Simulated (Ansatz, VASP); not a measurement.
**BaTiO3: VASP beside Ansatz**

```
Ba Ti O
1.0
     4.09120    0.00000    0.00000
     0.00000    4.09120    0.00000
     0.00000    0.00000    3.97287
Ba Ti O
1 1 3
Direct
  0.50000 0.50000 0.57907
  0.00000 0.00000 0.09305
  0.00000 0.50000 0.06620
  0.50000 0.00000 0.06620
  0.00000 0.00000 0.55547
```

Change from the starting cell: epitaxial_xy strain +3.0%.

Alike in both runs: task single point; functional PBE; k mesh 6 × 6 × 6; occupations fermi-dirac, width 0.02 eV; no spin polarisation.

|  | VASP | Ansatz |
| --- | --- | --- |
| version | VASP 6.6.1 | Ansatz 0.2.0 |
| potentials or method | VASP PAW PBE potentials, release 64 (Ba_sv, Ti_sv, O) | plane waves, PAW |
| plane-wave cutoff (eV) | 520 | 420 |
| valence electrons in the cell | 40 | 40 |

Ansatz gave:

- gap on the k mesh at the Fermi level (eV): 1.79
- pressure (GPa): -2.1
- traceless stress, the component that is largest in VASP (GPa): 5.23
- rms of the force components (eV/Å): 0.031

Problem. What did VASP give for the same quantities?

Solution. gap on the k mesh at the Fermi level (eV): 1.72; pressure (GPa): -0.5; traceless stress, the component that is largest in VASP (GPa): 5.42; rms of the force components (eV/Å): 0.053.

Atom by atom the forces differ by 0.025 eV/Å (rms over components). With one functional, cell and mesh, what is left measures potentials, basis and numerics.

Spin-orbit coupling is off throughout.
